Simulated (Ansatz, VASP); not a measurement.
# Cs2Ge3 in VASP and in Ansatz

```xyz
5
Lattice="4.3081 0.0000 0.0000 0.0000 4.3081 0.0000 0.0000 0.0000 11.7385" Properties=species:S:1:pos:R:3 pbc="T T T"
Cs    0.0000    0.0000    9.0062
Cs    2.1540    2.1540    3.7139
Ge    2.1540    0.0000    0.1918
Ge    0.0000    2.1540    0.1918
Ge    0.0000    0.0000    1.8042
```

Change from the starting cell: species swapped into the Cu3Te2 type (P4mm, No. 99).

Alike in both runs: functional PBE; k mesh 10 × 10 × 4; occupations gaussian, width 0.1 eV; no spin polarisation.

Ansatz relaxed the structure, and its values are those at the end. VASP's run is a single point on that final structure, the one shown.

|  | VASP | Ansatz |
| --- | --- | --- |
| version | VASP 6.6.1 | Ansatz 0.2.0 |
| potentials or method | VASP PAW PBE potentials, release 64 (Cs_sv, Ge_d), cutoff 520 eV | scalar-relativistic, plane waves, PAW |
| valence electrons in the cell | 60 | 60 |

VASP gave:

| Property | Result |
| --- | --- |
| gap on the k mesh at the Fermi level (eV) | none |
| pressure (GPa) | 0.0 |
| rms of the force components (eV/Å) | 0.005 |

Problem. Estimate Ansatz's values.

Solution. gap on the k mesh at the Fermi level (eV): none; pressure (GPa): 0.0; rms of the force components (eV/Å): 0.000.

A gap of «none» marks a metal or a gap that the smearing closes.

Spin-orbit coupling is off throughout.
